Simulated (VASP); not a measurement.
A run of VASP 6.6.1 is set up as follows.

INCAR

```
ALGO = Normal
EDIFF = 1E-6
ENCUT = 520
GGA = PE
ISIF = 2
ISMEAR = -1
LASPH = True
LCHARG = False
LREAL = False
LWAVE = False
NBANDS = 11
NELM = 80
PREC = Accurate
SIGMA = 0.13605693000000002
```

File KPOINTS:

```
k-points
0
Gamma
  14 14 14
```

File POSCAR:

```
Pt
1.0
    0.0000000000      1.9848860723      1.9848860723
    1.9848860723      0.0000000000      1.9848860723
    1.9848860723      1.9848860723      0.0000000000
Pt
1
Direct
    0.0000000000      0.0000000000      0.0000000000
```

Potentials or basis: VASP PAW PBE potentials, release 64 (Pt).

The run is started by

```sh
$ cat potpaw_PBE.64/Pt/POTCAR > POTCAR
$ mpirun -np 1 vasp_std > vasp.out
```

(1) Predict the band gap on the k mesh.

(2) Estimate the pressure.

## Answers

(1) zero (band 5 reaches 11.04 eV, above the bottom of band 6 at 8.94 eV).

(2) 0.1 GPa.

Caveat: spin-orbit coupling is left out, which moves the levels of the heavy elements.
